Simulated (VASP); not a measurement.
Write the native input for VASP 6.6.1 that does the following.

```
Task                   : single point
Functional             : PBE
Potentials or basis    : VASP PAW PBE potentials, release 64 (C, N)
Cutoff                 : 520 eV
k mesh                 : 2 × 2 × 1
Occupations            : gaussian, width 0.05 eV
Spin                   : collinear spin, ferromagnetic start
Starting moments       : [0.0, 0.0, 0.0, 0.0, 0.0, 0.0, 0.0, 0.0, 0.0, 0.0, 0.0, 0.0, 0.0, 0.0, 0.0, 0.0, 0.0, 0.0, 0.28] μB
Dipole correction      : no
Further INCAR settings : LREAL = Auto; ALGO = Normal; EDIFF = 1e-07; NBANDS = 58
```

The structure of C18N lies in POSCAR:

```
C18N
1.0
    7.3980000000      0.0000000000      0.0000000000
   -3.6990000000      6.4068560000      0.0000000000
    0.0000000000      0.0000000000     12.0000000000
C N
18 1
Direct
   -0.0040785496     -0.0044950285      0.0754045000
    0.2178316492      0.1072942798      0.0753605833
   -0.0049238331      0.3276778813      0.0773475833
    0.2178444984      0.4393702621      0.0812665000
   -0.0040333683      0.6634861155      0.0813075000
    0.2187638843      0.7751774037      0.0773599167
    0.3287757776     -0.0048444978      0.0764175833
    0.5518220534      0.1072418359      0.0753621667
    0.3243772047      0.3262867154      0.0840424167
    0.5473110421      0.4321573639      0.1102492500
    0.3298969564      0.6635154591      0.0812745000
    0.5495334110      0.7765393822      0.0841625833
    0.6620211701     -0.0044683383      0.0753995000
    0.8850505720      0.1076788678      0.0764242500
    0.6643152265      0.3262392662      0.0839906667
    0.8839554210      0.4393523126      0.0812391667
    0.6664595687      0.6704906431      0.1103899167
    0.8894258547      0.7765359484      0.0841805833
    0.6067395673      0.5510860553      0.2138202500
```

The input as run:

INCAR

```
ALGO = Normal ; EDIFF = 1E-7
ENCUT = 520 ; GGA = PE
ISIF = 2 ; ISMEAR = 0
ISPIN = 2 ; LASPH = T
LCHARG = F ; LORBIT = 11
LREAL = Auto ; LWAVE = F
MAGMOM = 0 0 0 0 0 0 0 0 0 0 0 0 0 0 0 0 0 0 0.28 ; NBANDS = 58
NELM = 150 ; PREC = Accurate
SIGMA = 0.05
```

KPOINTS

```
k-points
0
Gamma
  2 2 1
```

Potentials or basis: VASP PAW PBE potentials, release 64 (C, N).

Launch:

```sh
$ cat potpaw_PBE.64/C/POTCAR potpaw_PBE.64/N/POTCAR > POTCAR
$ mpirun -np 1 vasp_std > vasp.out
```

Results of the run:

```yaml
Largest_force: 0.163 eV/Å
Net_moment: 0.50 μB per cell
Site_moments: C -0.00, +0.00, -0.01, +0.01 (each value once); N +0.36 μB
Valence_electrons_inside_the_program's_atomic_spheres: C 2.65, 2.66, 2.62 (each value once); N 3.67
```

Caveat: the k points lie up to 0.49 Å⁻¹ apart; there is no dipole correction, which matters where the two faces differ.

Wall time 21 min on 1 thread of Intel Xeon 8259CL, with other jobs on the host, peak memory 0.87 GiB.
